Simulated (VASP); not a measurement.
Set up this calculation in VASP 6.6.1, as the native input.

```
Task                   : relaxation of shape and atoms at fixed volume
Functional             : PBEsol
Potentials or basis    : VASP PAW PBE potentials, release 64 (Ti_sv, Si)
Cutoff                 : 500 eV
k mesh                 : 10 × 6 × 10
Occupations            : gaussian, width 0.1 eV
Spin                   : no spin polarisation
Dipole correction      : no
Further INCAR settings : ALGO = Normal; EDIFF = 1e-07; IBRION = 2; EDIFFG = -0.01; NSW = 50; ISIF = 4
```

The structure of TiSi lies in POSCAR:

```
TiSi
1.0
    3.5644175822      0.0000000000      0.0000000000
    0.0000000000      7.5020085928      0.0000000000
    0.0000000000      0.0000000000      4.1010478999
Ti Si
4 4
Direct
    0.0000000000      0.5000000000      0.0507574441
    0.5000000000      0.5000000000      0.5507434942
    0.5000000000      0.0000000000      0.5507465083
    0.0000000000      0.0000000000      0.0507528502
    0.0000000000      0.7499993729      0.5507483870
    0.0000000000      0.2500006271      0.5507483870
    0.5000000000      0.2499997041      0.0507514646
    0.5000000000      0.7500002959      0.0507514646
```

The input as run:

INCAR

```
SYSTEM = TiSi
PREC     = Accurate       ! precision mode
ENCUT    = 500            ! plane-wave cutoff, eV
EDIFF    = 1E-7           ! SCF threshold, eV
ISMEAR   = 0              ! smearing method
SIGMA    = 0.1            ! smearing width, eV
LREAL    = .FALSE.        ! projectors in reciprocal space
LASPH    = .TRUE.         ! aspherical terms in the spheres
NELM     = 120            ! most SCF steps
ALGO     = Normal         ! electronic algorithm
ISIF     = 4              ! what is computed and relaxed
LWAVE    = .FALSE.        ! write WAVECAR
LCHARG   = .FALSE.        ! write CHGCAR
GGA      = PS             ! functional
IBRION   = 2              ! ionic algorithm
NSW      = 50             ! ionic steps
EDIFFG   = -0.01          ! ionic threshold
GGA_COMPAT= .FALSE.      
NELMIN   = 4
```

KPOINTS

```
Automatic mesh
0
G
  10 6 10
  0 0 0
```

Potentials or basis: VASP PAW PBE potentials, release 64 (Ti_sv, Si).

Launch:

```bash
$ cat potpaw_PBE.64/Ti_sv/POTCAR potpaw_PBE.64/Si/POTCAR > POTCAR
$ mpirun -np 1 vasp_std > vasp.out
```

It gave:

- Energy gained by relaxing: 0.5 meV/atom
- Ionic steps: 6
- Pressure after relaxing: 4.5 GPa
- Band gap on the k mesh: zero (bands 32 and 33 overlap by 1.10 eV)

Caveat: the PAW data sets were made with another functional, which shifts forces and pressure a little.

It took 15 min on 1 thread of Intel(R) Xeon(R) 6975P-C (Granite Rapids) (shared host), peak memory 0.52 GiB.
